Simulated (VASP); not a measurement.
Write the native input for VASP 6.6.1 that does the following.

```
Task                   : single point
Functional             : PBEsol
Potentials or basis    : VASP PAW PBE potentials, release 64 (Al, Cu)
Cutoff                 : 520 eV
k mesh                 : 10 × 10 × 10
Occupations            : gaussian, width 0.15 eV
Spin                   : no spin polarisation
Dipole correction      : no
Further INCAR settings : ALGO = Fast; EDIFF = 1e-06; NBANDS = 26
```

The structure of Al2Cu lies in POSCAR:

```
Al2Cu
1.0
   -2.9665500000      2.9665500000      2.4862000000
    2.9665500000     -2.9665500000      2.4862000000
    2.9665500000      2.9665500000     -2.4862000000
Al Cu
4 2
Direct
    0.1593210787      0.6593210787      0.8186421574
    0.6593210787      0.8406789213      0.5000000000
    0.8406789213      0.3406789213      0.1813578426
    0.3406789213      0.1593210787      0.5000000000
    0.7500000000      0.7500000000      0.0000000000
    0.2500000000      0.2500000000      0.0000000000
```

The input as run:

INCAR

```
  ALGO = Fast
  EDIFF = 1E-6
  ENCUT = 520
  GGA = PS
  ISIF = 2
  ISMEAR = 0
  LASPH = T
  LCHARG = F
  LREAL = F
  LWAVE = F
  NBANDS = 26
  NELM = 100
  PREC = Accurate
  SIGMA = 0.15
```

KPOINTS

```
k-points
0
Gamma
  10 10 10
```

Potentials or basis: VASP PAW PBE potentials, release 64 (Al, Cu).

Launch:

```bash
$ cat potpaw_PBE.64/Al/POTCAR potpaw_PBE.64/Cu/POTCAR > POTCAR
$ mpirun -np 1 vasp_std > vasp.out
```

It gave:

- Pressure: -0.7 GPa
- Largest force: 0.118 eV/Å
- Band gap on the k mesh: zero (bands 17 and 18 overlap by 4.01 eV)

Caveat: the stress differs along the axes, from -4 to 1 GPa; the PAW data sets were made with another functional, which shifts forces and pressure a little.

Run time: 8.2 min on 1 thread of Intel Xeon 8259CL, on a shared host, peak memory 0.34 GiB.
